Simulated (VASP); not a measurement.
Here is a VASP 6.6.1 calculation.

The input INCAR:

```
PREC = Accurate ; ENCUT = 520
EDIFF = 1E-7 ; ISMEAR = 0
SIGMA = 0.02 ; LREAL = Auto
LASPH = T ; NELM = 80
ALGO = Normal ; ISIF = 2
LWAVE = F ; LCHARG = T
GGA = PE ; LELF = T
LVHAR = T ; NBANDS = 97
```

The input KPOINTS:

```
Automatic mesh
0
Gamma
  3 3 2
  0 0 0.5
```

POSCAR

```
Ge8S9
1.0
    0.0000000000     -3.6648200634     -4.4582437440
    0.0000000000     -3.6648200634      4.4582437440
  -10.7854111416      0.0000000000      0.0000000000
Ge S
8 9
Direct
    0.2157917952      0.5763005722      0.1340344824
    0.7230027453      0.0288791895      0.1756541290
    0.7842081875      0.4236994105      0.8659655045
    0.2769971253      0.9711209053      0.8243458579
    0.7052545277      0.5482550364      0.3984972797
    0.1863170925      0.0549978929      0.3959866661
    0.2947455914      0.4517450828      0.6015027072
    0.8136827781      0.9450022020      0.6040133208
    0.1299921893      0.6314266394      0.3587127045
    0.6214659153      0.1158464092      0.3782129347
    0.8700077934      0.3685733433      0.6412873751
    0.3785342038      0.8841537099      0.6217870522
    0.1283793748      0.1327548646      0.1773006124
    0.6408405347      0.6029143894      0.1791922417
    0.8716206079      0.8672451181      0.8226994672
    0.3591595844      0.3970857297      0.8208077452
    0.4999999727      1.0000000014      0.9999999869
```

Potentials or basis: VASP PAW PBE potentials, release 64 (Ge_d, S).

Launch:

```sh
$ cat potpaw_PBE.64/Ge_d/POTCAR potpaw_PBE.64/S/POTCAR > POTCAR
$ mpirun -np 1 vasp_std > vasp.out
```

Problem. Predict the band gap on the k mesh.

Solution. 1.00 eV.

Problem. Estimate the largest force.

Solution. 0.020 eV/Å.

Forces on the atoms (eV/Å):
```
Ge  -0.005 -0.016  0.001
Ge  -0.003 -0.015  0.007
Ge   0.005  0.016 -0.001
Ge   0.003  0.015 -0.007
Ge  -0.007  0.005  0.010
Ge   0.002 -0.002  0.013
Ge   0.007 -0.005 -0.010
Ge  -0.002  0.002 -0.013
S    0.011  0.005 -0.003
S    0.009  0.001  0.008
S   -0.011 -0.005  0.003
S   -0.009 -0.001 -0.008
S    0.001  0.020 -0.002
S   -0.001  0.006  0.005
S   -0.001 -0.020  0.002
S    0.001 -0.006 -0.005
S    0.000  0.000  0.000
```
